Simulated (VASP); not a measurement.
# YbB2 (P6/mmm) in VASP: a series of runs

The runs below take YbB2 through single point, with PBE.

Everything below comes from runs of VASP 6.6.1. Logs are shortened: lines on timing, memory, paths and dates and some standing lists are left out, and cuts for length are marked.

## (1) The cell of the first run

It takes space group P6/mmm (No. 191, hexagonal). The conventional cell has a = 3.135 Å, b = 3.135 Å, c = 3.714 Å, α = 90.00°, β = 90.00°, γ = 120.00°. Within 3.4 Å of Yb (site symmetry 6/mmm) lie 12 B at 2.59 Å and 6 Yb at 3.13 Å. B (site symmetry -6m2) has 3 B at 1.81 Å within 2.4 Å.

## (2) Single point, PBE (10.53 Å³/atom)

Contents of INCAR:

```
PREC     = Accurate       # precision mode
ENCUT    = 520            # plane-wave cutoff, eV
EDIFF    = 1E-6           # SCF threshold, eV
ISMEAR   = 0              # smearing method
SIGMA    = 0.03           # smearing width, eV
LREAL    = False          # projectors in reciprocal space
LASPH    = True           # aspherical terms in the spheres
NELM     = 100            # most SCF steps
ALGO     = Normal         # electronic algorithm
ISIF     = 2              # what is computed and relaxed
LWAVE    = False          # write WAVECAR
LCHARG   = False          # write CHGCAR
GGA      = PE             # functional
NBANDS   = 22             # bands
```

Contents of KPOINTS:

```
regular mesh
0
Gamma
  21 21 16
```

Contents of POSCAR:

```
YbB2
1.0
    3.1345782579      0.0000000000      0.0000000000
   -1.5672891290      2.7146244014      0.0000000000
    0.0000000000      0.0000000000      3.7139829037
Yb B
1 2
Direct
    0.0000000000      0.0000000000      0.0000000000
    0.3333333333      0.6666666667      0.5000000000
    0.6666666667      0.3333333333      0.5000000000
```

Potentials or basis: VASP PAW PBE potentials, release 64 (Yb, B).

Command:

```
$ cat potpaw_PBE.64/Yb/POTCAR potpaw_PBE.64/B/POTCAR > POTCAR
$ mpirun -np 1 vasp_std > vasp.out
```

OUTCAR:

```text
PREC = Accurate
   ENCUT = 520
   EDIFF = 1E-6
   ISMEAR = 0
   LREAL = False
   LASPH = True
   NELM = 100
   ISIF = 2
   GGA = PE

 ion  position               nearest neighbor table
   1  0.000  0.000  0.000-   2 2.59   3 2.59   2 2.59   3 2.59   2 2.59   2 2.59   3 2.59   3 2.59
                             3 2.59   3 2.59   2 2.59   2 2.59
   2  0.333  0.667  0.500-   3 1.81   3 1.81   3 1.81   1 2.59   1 2.59   1 2.59   1 2.59   1 2.59
                             1 2.59
   3  0.667  0.333  0.500-   2 1.81   2 1.81   2 1.81   1 2.59   1 2.59   1 2.59   1 2.59   1 2.59
                             1 2.59

  LATTYP: Found a hexagonal cell.
 ALAT       =     3.1345782579
 C/A-ratio  =     1.1848429352

  Lattice vectors:

 A1 = (   3.1345782579,   0.0000000000,   0.0000000000)
 A2 = (  -1.5672891290,   2.7146244014,   0.0000000000)
 A3 = (   0.0000000000,   0.0000000000,   3.7139829037)

Analysis of symmetry for initial positions (statically):
=====================================================================
 Subroutine PRICEL returns:
 Original cell was already a primitive cell.

 Routine SETGRP: Setting up the symmetry group for a
 hexagonal supercell.

 Subroutine GETGRP returns: Found 24 space group operations
 (whereof 24 operations were pure point group operations)
 out of a pool of 24 trial point group operations.

The static configuration has the point symmetry D_6h.

Analysis of symmetry for dynamics (positions and initial velocities):
=====================================================================
 Subroutine PRICEL returns:
 Original cell was already a primitive cell.

 Routine SETGRP: Setting up the symmetry group for a
 hexagonal supercell.

 Subroutine GETGRP returns: Found 24 space group operations
 (whereof 24 operations were pure point group operations)
 out of a pool of 24 trial point group operations.

The dynamic configuration has the point symmetry D_6h.

 Subroutine INISYM returns: Found 24 space group operations
 (whereof 24 operations are pure point group operations),
 and found     1 'primitive' translations

----------------------------------------------------------------------------------------

                                     Primitive cell

  volume of cell :      31.6030

  direct lattice vectors                    reciprocal lattice vectors
     3.134578258  0.000000000  0.000000000     0.319022183  0.184187543  0.000000000
    -1.567289129  2.714624401  0.000000000     0.000000000  0.368375087  0.000000000
     0.000000000  0.000000000  3.713982904     0.000000000  0.000000000  0.269252720

  length of vectors
     3.134578258  3.134578258  3.713982904     0.368375087  0.368375087  0.269252720

  position of ions in fractional coordinates (direct lattice)
     0.000000000  0.000000000  0.000000000
     0.333333333  0.666666667  0.500000000
     0.666666667  0.333333333  0.500000000

  ion indices of the primitive-cell ions
   primitive index   ion index
                 1           1
                 2           2
                 3           3

----------------------------------------------------------------------------------------

 KPOINTS: regular mesh

Automatic generation of k-mesh.
 Grid dimensions read from file:
 generate k-points for:   21   21   16

 Generating k-lattice:

  Cartesian coordinates                     Fractional coordinates (reciprocal lattice)
     0.015191533  0.008770835  0.000000000     0.047619048  0.000000000  0.000000000
     0.000000000  0.017541671  0.000000000     0.000000000  0.047619048  0.000000000
     0.000000000  0.000000000  0.016828295     0.000000000  0.000000000  0.062500000

  Length of vectors
     0.017541671  0.017541671  0.016828295

  Shift w.r.t. Gamma in fractional coordinates (k-lattice)
     0.000000000  0.000000000  0.000000000

 Subroutine IBZKPT returns following result:
 ===========================================

 Found    432 irreducible k-points:

 Following reciprocal coordinates:
            Coordinates               Weight
  0.000000  0.000000  0.000000      1.000000
  0.047619 -0.000000  0.000000      6.000000
  0.095238 -0.000000  0.000000      6.000000
  0.142857  0.000000  0.000000      6.000000
  0.190476 -0.000000  0.000000      6.000000
  0.238095  0.000000  0.000000      6.000000
[... 16 lines left out ...]
  0.142857  0.095238  0.000000     12.000000
  0.190476  0.095238  0.000000     12.000000
 [... further k-points ...]
   k-points           NKPTS =    432   k-points in BZ     NKDIM =    432   number of bands    NBANDS=     22
   number of dos      NEDOS =    301   number of ions     NIONS =      3
   total plane-waves  NPLWV =  16128
   dimension x,y,z NGX =    24 NGY =   24 NGZ =   28
   dimension x,y,z NGXF=    48 NGYF=   48 NGZF=   56
   ions per type =               1   2
   NGX,Y,Z   is equivalent  to a cutoff of  12.73, 12.73, 12.53 a.u.
   NGXF,Y,Z  is equivalent  to a cutoff of  25.46, 25.46, 25.07 a.u.
 SYSTEM =  unknown system
   PREC   = accura    normal or accurate (medium, high low for compatibility)
   ISTART =      0    job   : 0-new  1-cont  2-samecut
   ICHARG =      2    charge: 1-file 2-atom 10-const
   ISPIN  =      1    spin polarized calculation?
   LNONCOLLINEAR =      F non collinear calculations
   LSORBIT =      F    spin-orbit coupling
   LASPH  =      T    aspherical Exc in radial PAW
   ENCUT  =  520.0 eV  38.22 Ry    6.18 a.u.   5.83  5.83  6.91*2*pi/ulx,y,z
   NELM   =    100;   NELMIN=  2; NELMDL= -5     # of ELM steps
   EDIFF  = 0.1E-05   stopping-criterion for ELM
   LREAL  =      F    real-space projection
   EDIFFG = 0.1E-04   stopping-criterion for IOM
   NSW    =      0    number of steps for IOM
   IBRION =     -1    ionic relax: 0-MD 1-quasi-New 2-CG
   NFREE  =      0    steps in history (QN), initial steepest desc. (CG)
   ISIF   =      2    stress and relaxation
   ISYM   =      2    0-nonsym 1-usesym 2-fastsym
   POTIM  = 0.5000    time-step for ionic-motion
   TEBEG  =    0.0;   TEEND  =   0.0 temperature during run
   PSTRESS=    0.0 pullay stress
   NELECT =      30.0000    total number of electrons
   NUPDOWN=      -1.0000    fix difference up-down
   EMIN   =  10.00;   EMAX   =-10.00  energy-range for DOS
   EFERMI =   0.00;   METHOD = LEGACY
   ISMEAR =     0;   SIGMA  =   0.03  broadening in eV -4-tet -1-fermi 0-gaus
   EFERMI_NEDOS =   21; number of points for ismear=-14 and -15
   IALGO  =     38    algorithm
   IMIX   =      4    mixing-type and parameters
     AMIX     =   0.40;   BMIX     =  1.00
     AMIX_MAG =   1.60;   BMIX_MAG =  1.00
  volume/ion in A,a.u.               =      10.53        71.09
  Fermi-wavevector in a.u.,A,eV,Ry     =   1.608937  3.040450 35.221099  2.588678
  Thomas-Fermi vector in A             =   2.704727
   LORBIT       =      0    0 simple, 1 ext, 2 COOP (PROOUT), +10 PAW based schemes
   GGA     = PE    functional components
   LHFCALC =     F    Hartree Fock is set to
   AEXX    =    0.0000 exact exchange contribution
   IVDW    =     0    specifies the selected vdW correction
   LEPSILON=     F    determine dielectric tensor
   LRPA    =     F    only Hartree local field effects (RPA)
 non-spin polarized calculation
 Gauss-broadening in eV      SIGMA  =   0.03
  energy-cutoff  :      520.00
  volume of cell :       31.60
 maximum number of plane-waves:       868
 NGX is ok and might be reduce to    24
   NGX = 11   NGY = 11   NGZ = 13

 number of electron      30.0000022 magnetization

 Free energy of the ion-electron system (eV)
  ---------------------------------------------------
  ext. energy  EPLUGINS =         0.00000000
  ---------------------------------------------------
  free energy    TOTEN  =       -17.97796454 eV

  energy without entropy =      -17.97639318  energy(sigma->0) =      -17.97717886

 E-fermi :   4.5431     XC(G=0): -12.7115

 val. band max:        4.5420924008   @ k =   0.1429   0.0476   0.4375
 cond. band min:       4.5451704436   @ k =   0.4762   0.0476   0.1875
 fundamental gap:      0.0030780429
 Fermi energy:         4.5430663192

 k-point     1 :       0.0000    0.0000    0.0000
  band No.  band energies     occupation
      1     -46.2620      2.00000
      2     -18.4982      2.00000
      3     -17.9725      2.00000
      4     -17.9725      2.00000
      5      -6.9691      2.00000
      6       2.9116      2.00000
[... 14 lines left out ...]
     21      11.8281      0.00000
     22      12.4253      0.00000

 k-point     2 :       0.0476   -0.0000    0.0000
  band No.  band energies     occupation
      1     -46.2598      2.00000
      2     -18.4924      2.00000
      3     -18.0052      2.00000
      4     -17.9792      2.00000
      5      -6.9177      2.00000
      6       2.8962      2.00000
[... 14 lines left out ...]
     21      12.3728      0.00000
     22      12.4234      0.00000

 k-point     3 :       0.0952   -0.0000    0.0000
  band No.  band energies     occupation
      1     -46.2533      2.00000
      2     -18.4755      2.00000
      3     -18.0991      2.00000
      4     -17.9986      2.00000
      5      -6.7665      2.00000
      6       2.8514      2.00000
[... 14 lines left out ...]
     21      12.3247      0.00000
     22      12.8293      0.00000
[... 476 lines left out ...]
 k-point    23 :       0.1429    0.0952    0.0000
  band No.  band energies     occupation
      1     -46.2250      2.00000
      2     -18.4718      2.00000
      3     -18.4010      2.00000
      4     -18.1008      2.00000
      5      -6.0624      2.00000
      6       1.9307      2.00000
[... 14 lines left out ...]
     21      13.2003      0.00000
     22      13.7712      0.00000

 k-point    24 :       0.1905    0.0952    0.0000
  band No.  band energies     occupation
      1     -46.2109      2.00000
      2     -18.6434      2.00000
      3     -18.3640      2.00000
      4     -18.1528      2.00000
      5      -5.6723      2.00000
      6       1.2831      2.00000
[... 14 lines left out ...]
     21      13.2844      0.00000
     22      14.4214      0.00000

 [... further k-points ...]

------------------------ aborting loop because EDIFF is reached ----------------------------------------

  FORCE on cell =-STRESS in cart. coord.  units (eV):
  Direction    XX          YY          ZZ          XY          YZ          ZX
  --------------------------------------------------------------------------------------
  -------------------------------------------------------------------------------------
  Total        3.2287591      3.2287591      3.2926355     -0.0000000     -0.0000000      0.0000000
  in kB      163.6882350    163.6882350    166.9265733     -0.0000000     -0.0000000      0.0000000
  external PRESSURE =     164.7676811 kB  Pullay stress =       0.0000000 kB

 VOLUME and BASIS-vectors are now :
 -----------------------------------------------------------------------------
  energy-cutoff  :      520.00
  volume of cell :       31.60
      direct lattice vectors                 reciprocal lattice vectors
     3.134578258  0.000000000  0.000000000     0.319022183  0.184187543  0.000000000
    -1.567289129  2.714624401  0.000000000     0.000000000  0.368375087  0.000000000
     0.000000000  0.000000000  3.713982904     0.000000000  0.000000000  0.269252720

 POSITION                                       TOTAL-FORCE (eV/Angst)
 -----------------------------------------------------------------------------------
      0.00000      0.00000      0.00000         0.000000      0.000000      0.000000
     -0.00000      1.80975      1.85699         0.000000      0.000000      0.000000
      1.56729      0.90487      1.85699        -0.000000      0.000000      0.000000
 -----------------------------------------------------------------------------------
    total drift:                               -0.000000      0.000000     -0.000000

  FREE ENERGIE OF THE ION-ELECTRON SYSTEM (eV)
  ---------------------------------------------------
  free  energy   TOTEN  =       -17.9779645422 eV

  energy  without entropy=      -17.9763931794  energy(sigma->0) =      -17.97717886
```

Wall time 6.9 min (1 thread of Intel Xeon Platinum 8488C (Sapphire Rapids), shared host); peak memory 0.43 GiB.

Results:

```yaml
Free_energy: -17.9780 eV
Pressure: 16.5 GPa
Band_gap_on_the_k_mesh: zero (bands 15 and 16 overlap by 1.42 eV)
```

Stress tensor (GPa, compression positive):
```
16.37  0.00  0.00
 0.00 16.37  0.00
 0.00  0.00 16.69
```

Caveat: the cell stands under pressure; spin-orbit coupling is left out, which moves the levels of the heavy elements. Spin polarisation is off, so any magnetic state and its effect on volume and gap are missing.

[end of part 1 of 2]
